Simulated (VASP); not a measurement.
A run of VASP 6.6.1:

INCAR

```
SYSTEM = Al3GaIr
PREC = Accurate
ENCUT = 520
EDIFF = 1E-6
ISMEAR = 0
SIGMA = 0.1
LREAL = .False.
LASPH = .True.
NELM = 100
ALGO = Normal
ISIF = 2
LWAVE = .False.
LCHARG = .False.
GGA = PE
NBANDS = 24
```

The input KPOINTS:

```
regular mesh
0
Gamma
  4 4 4
  0 0 0
```

POSCAR

```
Al3GaIr
1.0
    4.5131013600      0.0000000000      0.0000000000
    0.0000000000      4.5131013600      0.0000000000
    0.0000000000      0.0000000000      4.7988130900
Al Ga Ir
3 1 1
Direct
    0.5000000000      0.5000000000      0.5000000000
    0.5000000000      0.0000000000      0.0000000000
    0.0000000000      0.5000000000      0.0000000000
    0.0000000000      0.0000000000      0.5000000000
    0.0000000000      0.0000000000      0.0000000000
```

Potentials or basis: VASP PAW PBE potentials, release 64 (Al, Ga_d, Ir).

Run with:

```bash
$ cat potpaw_PBE.64/Al/POTCAR potpaw_PBE.64/Ga_d/POTCAR potpaw_PBE.64/Ir/POTCAR > POTCAR
$ mpirun -np 1 vasp_std > vasp.out
```

Hardware: 1 thread of Intel(R) Xeon(R) 6975P-C (Granite Rapids) (shared host).

How long does it take, and how much memory?

It took 20 s on 1 thread of Intel(R) Xeon(R) 6975P-C (Granite Rapids), on a shared host, peak memory 0.22 GiB. Counts: scf iterations 13, k points 18.
